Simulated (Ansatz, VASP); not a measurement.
**Ir in VASP and in Ansatz**

```
CELL_PARAMETERS angstrom
0.00000 1.91523 1.91523
1.91523 0.00000 1.91523
1.91523 1.91523 0.00000
ATOMIC_POSITIONS crystal
Ir 0.00000 0.00000 0.00000
```

Alike in both runs: functional PBEsol; k mesh 24 × 24 × 24; occupations fermi-dirac, width 0.05 eV; no spin polarisation.

Ansatz relaxed the structure, and its values are those at the end. VASP's run is a single point on that final structure, the one shown.

```csv
,VASP,Ansatz
version,VASP 6.6.1,Ansatz 0.2.0
potentials or method,"VASP PAW PBE potentials, release 64 (Ir_sv_GW)","PAW with Ansatz's default frozen-core files, scalar-relativistic"
plane-wave cutoff (eV),560,420
valence electrons in the cell,17,17
```

Ansatz gave:

```
pressure (GPa) : 0.0
```

Task: Estimate VASP's values.

Result: Pressure (GPa): -1.9.

VASP's potentials were made for PBE, not for PBEsol. The functional is the same, so the differences come from potentials, cutoffs and numerics.

Spin-orbit coupling is off throughout.
